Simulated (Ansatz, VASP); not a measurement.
**TiN in VASP and in Ansatz**

```
Ti N
1.0
     0.00000    2.11625    2.11625
     2.11625    0.00000    2.11625
     2.11625    2.11625    0.00000
Ti N
1 1
Cartesian
  0.0000 0.0000 0.0000
  2.1162 2.1162 2.1162
```

Alike in both runs: functional r2SCAN; k mesh 18 × 18 × 18; occupations gaussian, width 0.1 eV; no spin polarisation.

Ansatz relaxed the structure, and its values are those at the end. VASP's run is a single point on that final structure, the one shown.

|  | VASP | Ansatz |
| --- | --- | --- |
| version | VASP 6.6.1 | Ansatz 0.2.0 |
| potentials or method | VASP PAW PBE potentials, release 64 (Ti_sv, N), cutoff 520 eV | scalar-relativistic, plane waves, PAW |
| valence electrons in the cell | 17 | 17 |

|  | VASP | Ansatz | Ansatz less VASP |
| --- | --- | --- | --- |
| gap on the k mesh at the Fermi level (eV) | none | none | - |
| pressure (GPa) | 1.5 | 0.0 | -1.51 |

VASP's potentials were made for PBE, not for r2SCAN. A gap of «none» marks a metal or a gap that the smearing closes.
